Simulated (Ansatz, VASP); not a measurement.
# CaS in VASP and in Ansatz

File POSCAR:

```
CaS
1.0
    0.0000000000      2.8479357440      2.8479357440
    2.8479357440      0.0000000000      2.8479357440
    2.8479357440      2.8479357440      0.0000000000
Ca S
1 1
Direct
    0.0000000000      0.0000000000      0.0000000000
    0.5000000000      0.5000000000      0.5000000000
```

INCAR.step1

```
PREC = Accurate ; ENCUT = 400
EDIFF = 1E-5 ; ISMEAR = 0
SIGMA = 0.01 ; LREAL = False
LASPH = True ; NELM = 120
ALGO = Normal ; ISIF = 2
LWAVE = True ; GGA = PE
NBANDS = 15 ; GGA_COMPAT = False
```

File INCAR.step2:

```
PREC = Accurate ; ENCUT = 400
EDIFF = 1E-6 ; ISMEAR = 0
SIGMA = 0.01 ; LREAL = False
LASPH = True ; NELM = 120
ALGO = Normal ; ISIF = 2
LWAVE = False ; LCHARG = True
GGA = PE ; LHFCALC = True
AEXX = 0.3 ; HFSCREEN = 0.1
PRECFOCK = Normal ; LELF = True
LVHAR = True ; ISTART = 1
NBANDS = 15 ; GGA_COMPAT = False
```

KPOINTS

```
Automatic mesh
0
Gamma
  4 4 4
```

Input for Ansatz:

```yaml
crystal:
  lattice:
    - [0.0, 2.847935744, 2.847935744]
    - [2.847935744, 0.0, 2.847935744]
    - [2.847935744, 2.847935744, 0.0]
  atoms:
    - { symbol: Ca, position: [0.0, 0.0, 0.0] }
    - { symbol: S, position: [0.5, 0.5, 0.5] }
kpoints:
  mp_grid: { grid: [4, 4, 4] }
hamiltonian:
  xc: { exchange: pbe, correlation: pbe, exx: { coeff: 0.3, omega: 0.1 } }
scf:
  occupations: { method: fixed }
  n_extra_bands: 4
output:
  forces: true
  stress: true
  eigenvalues: true
```

Alike in both runs: task single point; functional PBE-based screened hybrid with a share of 0.3 of exact exchange and HFSCREEN = 0.1; k mesh 4 × 4 × 4; no spin polarisation.

|  | VASP | Ansatz |
| --- | --- | --- |
| version | VASP 6.6.1 | Ansatz 0.2.0 |
| potentials or method | VASP PAW PBE potentials, release 64 (Ca_sv, S) | plane waves |
| plane-wave cutoff (eV) | 400 | 420 |
| occupations | gaussian, width 0.01 eV | fixed |
| valence electrons in the cell | 16 | 16 |

```tsv
	VASP	Ansatz	Ansatz less VASP
gap on the k mesh at the Fermi level (eV)	4.03	4.02	-0.012
pressure (GPa)	0.1	0.0	-0.08
```

VASP's potentials were made for PBE, not for PBE-based screened hybrid. Ansatz's warnings: stress exchange threshold loose, stress scf threshold loose.

The k mesh is coarse, so the values compare programs but aren't converged.
